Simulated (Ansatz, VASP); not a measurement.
# One calculation of WS2, two programs

File INCAR:

```
  PREC = Accurate
  ENCUT = 520
  EDIFF = 1E-6
  ISMEAR = 0
  SIGMA = 0.05
  LREAL = F
  LASPH = T
  NELM = 60
  ALGO = Normal
  ISIF = 2
  LWAVE = F
  LCHARG = T
  GGA = PS
  LELF = T
  LVHAR = T
  NBANDS = 20
```

Contents of KPOINTS:

```
Automatic mesh
0
Gamma
  12 12 12
```

File POSCAR:

```
WS2
1.0
    1.6421603996      0.9481017488      5.9167968000
   -1.6421603996      0.9481017488      5.9167968000
    0.0000000000     -1.8962034976      5.9167968000
W S
1 2
Direct
    0.0000000000      0.0000000000      0.0000000000
    0.7503000000      0.7503000000      0.7503000000
    0.5810000000      0.5810000000      0.5810000000
```

Input for Ansatz:

```yaml
crystal:
  lattice:
    - [1.6421603996, 0.9481017488, 5.9167968]
    - [-1.6421603996, 0.9481017488, 5.9167968]
    - [0.0, -1.8962034976, 5.9167968]
  atoms:
    - { symbol: W, position: [0.0, 0.0, 0.0] }
    - { symbol: S, position: [0.7503, 0.7503, 0.7503] }
    - { symbol: S, position: [0.581, 0.581, 0.581] }
basis:
  ecutwfc: 420
kpoints:
  mp_grid: { grid: [12, 12, 12] }
hamiltonian:
  xc: pbesol
scf:
  occupations: { method: gaussian, width: 0.05 }
output:
  forces: true
  stress: true
  eigenvalues: true
```

Change from the starting cell: strain +0.040 along x and y, -0.040 along z, atoms carried along.

Alike in both runs: task single point; functional PBEsol; k mesh 12 × 12 × 12; occupations gaussian, width 0.05 eV; no spin polarisation.

|  | VASP | Ansatz |
| --- | --- | --- |
| version | VASP 6.6.1 | Ansatz 0.2.0 |
| potentials or method | VASP PAW PBE potentials, release 64 (W_sv, S), cutoff 520 eV | scalar-relativistic, plane waves, PAW |
| valence electrons in the cell | 26 | 26 |

Ansatz gave:

| Item | Value |
| --- | --- |
| gap on the k mesh at the Fermi level (eV) | 0.18 |
| least direct gap on the mesh (eV) | 1.36 |
| pressure (GPa) | -5.6 |
| traceless stress, the component that is largest in VASP (GPa) | 9.22 |
| rms of the force components (eV/Å) | 0.260 |

**Question.** Which values does VASP return?

**Answer.** gap on the k mesh at the Fermi level (eV): 0.20; least direct gap on the mesh (eV): 1.37; pressure (GPa): -5.5; traceless stress, the component that is largest in VASP (GPa): 9.24; rms of the force components (eV/Å): 0.265.

VASP's potentials were made for PBE, not for PBEsol. Atom by atom the forces differ by 0.008 eV/Å (rms over components). With one functional, cell and mesh, what is left measures potentials, basis and numerics.

Spin-orbit coupling is off throughout.
